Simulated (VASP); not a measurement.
Here is a VASP 6.6.1 calculation.

INCAR

```
PREC = Accurate ; ENCUT = 520
EDIFF = 1E-6 ; ISMEAR = -1
SIGMA = 0.13605693000000002 ; LREAL = False
LASPH = True ; NELM = 100
ALGO = Normal ; ISIF = 2
LWAVE = False ; LCHARG = False
NBANDS = 11
```

File KPOINTS:

```
Automatic mesh
0
Gamma
  9 9 9
```

The input POSCAR:

```
Si
1.0
    0.0000000000      2.7005028784      2.7005028784
    2.7005028784      0.0000000000      2.7005028784
    2.7005028784      2.7005028784      0.0000000000
Si
2
Direct
    0.0000000000      0.0000000000      0.0000000000
    0.2500000000      0.2500000000      0.2500000000
```

Potentials or basis: VASP PAW LDA potentials, release 64 (Si).

Launch:

```console
$ cat potpaw_LDA.64/Si/POTCAR > POTCAR
$ mpirun -np 1 vasp_std > vasp.out
```

Estimate the band gap on the k mesh.

0.45 eV, indirect (least direct gap 2.53 eV).

Estimate the pressure.

0.1 GPa.

A k mesh can miss the band edges.
